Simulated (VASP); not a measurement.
# WC in VASP: relaxation of the atoms with PBE

Aim: the relaxation of the atoms of WC with PBE.

Everything below comes from runs of VASP 6.6.1. Logs are shortened: lines on timing, memory, paths and dates and some standing lists are left out, and cuts for length are marked.

## Step 1: The cell of the first run

The cell holds a slab with vacuum, 16 atoms: a = 5.792 Å, b = 5.792 Å, c = 16.258 Å, α = 90.00°, β = 90.00°, γ = 120.00°.

## Step 2: Relaxation of the atoms, PBE

Input file INCAR:

```
  ALGO = Normal
  EDIFF = 1E-7
  EDIFFG = -0.08
  ENCUT = 520
  GGA = PE
  IBRION = 2
  ISIF = 2
  ISMEAR = -1
  LASPH = True
  LCHARG = False
  LREAL = Auto
  LWAVE = False
  NELM = 60
  NSW = 45
  PREC = Accurate
  SIGMA = 0.15
```

Input file KPOINTS:

```
k-points
0
Gamma
  2 2 1
```

Input file POSCAR:

```
WC
1.0
    5.7920000000      0.0000000000      0.0000000000
   -2.8960000000      5.0160190000      0.0000000000
    0.0000000000      0.0000000000     16.2583500000
W C
8 8
Selective dynamics
Direct
    0.0000000000      0.0000000000      0.0615069000  F F F
    0.0000000000      0.0000000000      0.2361187000  T T T
    0.0000000000      0.5000000000      0.0615069000  F F F
    0.0000000000      0.5000000000      0.2361187000  T T T
    0.5000000000      0.0000000000      0.0615069000  F F F
    0.5000000000      0.0000000000      0.2361187000  T T T
    0.5000000000      0.5000000000      0.0615069000  F F F
    0.5000000000      0.5000000000      0.2361187000  T T T
    0.3333333000      0.1666667000      0.1488128000  T T T
    0.3333333000      0.1666667000      0.3234246000  T T T
    0.3333333000      0.6666667000      0.1488128000  T T T
    0.3333333000      0.6666667000      0.3234246000  T T T
    0.8333333000      0.1666667000      0.1488128000  T T T
    0.8333333000      0.1666667000      0.3234246000  T T T
    0.8333333000      0.6666667000      0.1488128000  T T T
    0.8333333000      0.6666667000      0.3234246000  T T T
```

Potentials or basis: VASP PAW PBE potentials, release 64 (W_sv, C).

Launch:

```bash
> cat potpaw_PBE.64/W_sv/POTCAR potpaw_PBE.64/C/POTCAR > POTCAR
> mpirun -np 1 vasp_std > vasp.out
```

OUTCAR:

```text
EDIFF = 1E-7
   EDIFFG = -0.08
   ENCUT = 520
   GGA = PE
   IBRION = 2
   ISIF = 2
   ISMEAR = -1
   LASPH = True
   LREAL = Auto
   NELM = 60
   NSW = 45
   PREC = Accurate

 ion  position               nearest neighbor table
   1  0.000  0.000  0.062-  15 2.19   9 2.19  13 2.19   2 2.84   7 2.90   3 2.90   3 2.90   7 2.90
                             5 2.90   5 2.90
   2  0.000  0.000  0.236-  15 2.19  16 2.19   9 2.19  10 2.19  13 2.19  14 2.19   1 2.84   4 2.90
                             8 2.90   4 2.90   8 2.90   6 2.90   6 2.90
   3  0.000  0.500  0.062-  13 2.19  11 2.19  15 2.19   4 2.84   5 2.90   1 2.90   1 2.90   5 2.90
                             7 2.90   7 2.90
   4  0.000  0.500  0.236-  13 2.19  14 2.19  11 2.19  12 2.19  15 2.19  16 2.19   3 2.84   2 2.90
                             6 2.90   2 2.90   6 2.90   8 2.90   8 2.90
   5  0.500  0.000  0.062-  11 2.19  13 2.19   9 2.19   6 2.84   7 2.90   3 2.90   7 2.90   3 2.90
                             1 2.90   1 2.90
   6  0.500  0.000  0.236-  11 2.19  12 2.19  13 2.19  14 2.19   9 2.19  10 2.19   5 2.84   4 2.90
                             8 2.90   8 2.90   4 2.90   2 2.90   2 2.90
   7  0.500  0.500  0.062-   9 2.19  15 2.19  11 2.19   8 2.84   1 2.90   5 2.90   5 2.90   1 2.90
                             3 2.90   3 2.90
   8  0.500  0.500  0.236-   9 2.19  10 2.19  15 2.19  16 2.19  11 2.19  12 2.19   7 2.84   6 2.90
                             2 2.90   6 2.90   2 2.90   4 2.90   4 2.90
   9  0.333  0.167  0.149-   8 2.19   7 2.19   2 2.19   1 2.19   6 2.19   5 2.19
[... 14 lines left out ...]
 A1 = (   5.7920000000,   0.0000000000,   0.0000000000)
 A2 = (  -2.8960000000,   5.0160190000,   0.0000000000)
 A3 = (   0.0000000000,   0.0000000000,  16.2583500000)

Analysis of symmetry for initial positions (statically):
=====================================================================
 Subroutine PRICEL returns following result:

  LATTYP: Found a hexagonal cell.
 ALAT       =     2.8960000000
 C/A-ratio  =     5.6140711326
[... 12 lines left out ...]
 Subroutine GETGRP returns: Found  6 space group operations
 (whereof  6 operations were pure point group operations)
 out of a pool of 24 trial point group operations.

The static configuration has the point symmetry C_3v.

Analysis of symmetry for dynamics (positions and initial velocities):
=====================================================================
 Subroutine PRICEL returns following result:

  LATTYP: Found a hexagonal cell.
 ALAT       =     2.8960000000
 C/A-ratio  =     5.6140711326
[... 12 lines left out ...]
 Subroutine GETGRP returns: Found  6 space group operations
 (whereof  6 operations were pure point group operations)
 out of a pool of 24 trial point group operations.

The dynamic configuration has the point symmetry C_3v.

Analysis of constrained symmetry for selective dynamics:
=====================================================================
 Subroutine PRICEL returns following result:
[... 124 lines left out ...]
  Thomas-Fermi vector in A             =   2.238245
   LORBIT       =      0    0 simple, 1 ext, 2 COOP (PROOUT), +10 PAW based schemes
   GGA     = PE    functional components
   LHFCALC =     F    Hartree Fock is set to
   AEXX    =    0.0000 exact exchange contribution
   IVDW    =     0    specifies the selected vdW correction
   LEPSILON=     F    determine dielectric tensor
   LRPA    =     F    only Hartree local field effects (RPA)
 conjugate gradient relaxation of ions
 non-spin polarized calculation
  energy-cutoff  :      520.00
  volume of cell :      472.35
 maximum number of plane-waves:     12728
 NGX is ok and might be reduce to    48
   NGX = 21   NGY = 21   NGZ = 61

--------------------------------------- Ionic step        1  -------------------------------------------

 number of electron     143.9999978 magnetization

 Free energy of the ion-electron system (eV)
  ---------------------------------------------------
  ext. energy  EPLUGINS =         0.00000000
  ---------------------------------------------------
  free energy    TOTEN  =      -159.55694978 eV

  energy without entropy =     -158.80064596  energy(sigma->0) =     -159.17879787

------------------------ aborting loop because EDIFF is reached ----------------------------------------

  FORCE on cell =-STRESS in cart. coord.  units (eV):
  Direction    XX          YY          ZZ          XY          YZ          ZX
  --------------------------------------------------------------------------------------
  -------------------------------------------------------------------------------------
  Total       -4.7343771     -4.7343769    -23.8755488      0.0000000      0.0000000     -0.0000000
  in kB      -16.0586576    -16.0586567    -80.9840982      0.0000000      0.0000000     -0.0000000
  external PRESSURE =     -37.7004708 kB  Pullay stress =       0.0000000 kB
[... 337 lines left out ...]
--------------------------------------- Ionic step        8  -------------------------------------------

 number of electron     143.9999985 magnetization

 Free energy of the ion-electron system (eV)
  ---------------------------------------------------
  ext. energy  EPLUGINS =         0.00000000
  ---------------------------------------------------
  free energy    TOTEN  =      -163.05405066 eV

  energy without entropy =     -162.50499092  energy(sigma->0) =     -162.77952079

 E-fermi :   0.4261     XC(G=0):  -6.0498

 val. band max:        0.4113588718   @ k =   0.5000   0.0000   0.0000
 cond. band min:       0.6065521323   @ k =   0.0000   0.0000   0.0000
 fundamental gap:      0.1951932605
 Fermi energy:         0.4260658613

 k-point     1 :       0.0000    0.0000    0.0000
  band No.  band energies     occupation
      1     -73.6547      2.00000
      2     -73.5957      2.00000
      3     -73.5957      2.00000
      4     -73.5957      2.00000
      5     -73.3814      2.00000
      6     -73.3180      2.00000
[... 76 lines left out ...]
     83       3.4977      0.00000
     84       3.7938      0.00000

 k-point     2 :       0.5000    0.0000    0.0000
  band No.  band energies     occupation
      1     -73.6253      2.00000
      2     -73.6253      2.00000
      3     -73.5957      2.00000
      4     -73.5957      2.00000
      5     -73.3498      2.00000
      6     -73.3498      2.00000
[... 76 lines left out ...]
     83       2.3406      0.00001
     84       2.3406      0.00001
 [bands above 84 left out]

------------------------ aborting loop because EDIFF is reached ----------------------------------------

  FORCE on cell =-STRESS in cart. coord.  units (eV):
  Direction    XX          YY          ZZ          XY          YZ          ZX
  --------------------------------------------------------------------------------------
  -------------------------------------------------------------------------------------
  Total        7.3921490      7.3921486     -0.7190491      0.0000000      0.0000000      0.0000000
  in kB       25.0736234     25.0736220     -2.4389613      0.0000000      0.0000000      0.0000000
  external PRESSURE =      15.9027614 kB  Pullay stress =       0.0000000 kB
[... 31 lines left out ...]
  FREE ENERGIE OF THE ION-ELECTRON SYSTEM (eV)
  ---------------------------------------------------
  free  energy   TOTEN  =      -163.0540506617 eV

  energy  without entropy=     -162.5049909209  energy(sigma->0) =     -162.77952079

 reached required accuracy - stopping structural energy minimisation
```

OSZICAR:

```text
N       E                     dE             d eps       ncg     rms          rms(c)
DAV:   1     0.168460760610E+04    0.16846E+04   -0.84126E+04   408   0.158E+03
DAV:   2    -0.692969217589E+02   -0.17539E+04   -0.17130E+04   388   0.474E+02
DAV:   3    -0.179389208712E+03   -0.11009E+03   -0.10537E+03   440   0.113E+02
[... 142 lines left out ...]
DAV:  10    -0.163054049468E+03   -0.58587E-06   -0.78695E-08   248   0.115E-03    0.510E-04
DAV:  11    -0.163054049958E+03   -0.48908E-06   -0.43395E-08   234   0.761E-04    0.250E-04
DAV:  12    -0.163054050141E+03   -0.18358E-06   -0.89765E-09   212   0.390E-04    0.120E-04
DAV:  13    -0.163054050574E+03   -0.43268E-06   -0.30036E-08   242   0.299E-04    0.711E-05
DAV:  14    -0.163054050662E+03   -0.87908E-07   -0.22102E-09   204   0.189E-04
   8 F= -.16305405E+03 E0= -.16277952E+03  d E =-.757922E-01
```

Run time: 15 min. Hardware: 1 thread of Intel Xeon 6975P-C (Granite Rapids), shared host; peak memory 0.67 GiB.

What came out:

```
Free energy               : -163.0541 eV
Energy gained by relaxing : 218.6 meV/atom
Ionic steps               : 8
Band gap on the k mesh    : zero (bands 72 and 73 overlap by 0.28 eV)
```

Step by step:
```csv
step,energy change (eV),largest force on free atoms (eV/Å),pressure (GPa)
1,0.0000,4.9853,-3.77
2,-1.9833,4.5692,2.54
3,-3.2059,0.6910,-1.15
4,-3.2072,0.5512,-1.30
5,-3.3254,0.4312,-0.67
6,-3.4213,0.4586,0.61
7,-3.4866,0.1448,1.21
8,-3.4971,0.0473,1.59
```

Final structure:
```cif
data_structure
_symmetry_space_group_name_H-M 'P 1'
_symmetry_Int_Tables_number 1
_cell_length_a 5.7920
_cell_length_b 5.7920
_cell_length_c 16.2584
_cell_angle_alpha 90.000
_cell_angle_beta 90.000
_cell_angle_gamma 120.000
_cell_volume 472.35
loop_
_atom_site_label
_atom_site_type_symbol
_atom_site_fract_x
_atom_site_fract_y
_atom_site_fract_z
_atom_site_occupancy
W1 W 0.00000 0.00000 0.06151 1
W2 W 0.00000 0.00000 0.23916 1
W3 W 0.00000 0.50000 0.06151 1
W4 W 0.00000 0.50000 0.23916 1
W5 W 0.50000 0.00000 0.06151 1
W6 W 0.50000 0.00000 0.23916 1
W7 W 0.50000 0.50000 0.06151 1
W8 W 0.50000 0.50000 0.23916 1
C1 C 0.33333 0.16667 0.14235 1
C2 C 0.33333 0.16667 0.30827 1
C3 C 0.33333 0.66667 0.14235 1
C4 C 0.33333 0.66667 0.30827 1
C5 C 0.83333 0.16667 0.14235 1
C6 C 0.83333 0.16667 0.30827 1
C7 C 0.83333 0.66667 0.14235 1
C8 C 0.83333 0.66667 0.30827 1
```

Caveat: the k points lie up to 0.63 Å⁻¹ apart; there is no dipole correction, which matters where the two faces differ; spin-orbit coupling is left out, which moves the levels of the heavy elements.

The gap in the log of VASP goes by the Fermi energy; the results here count the filled bands.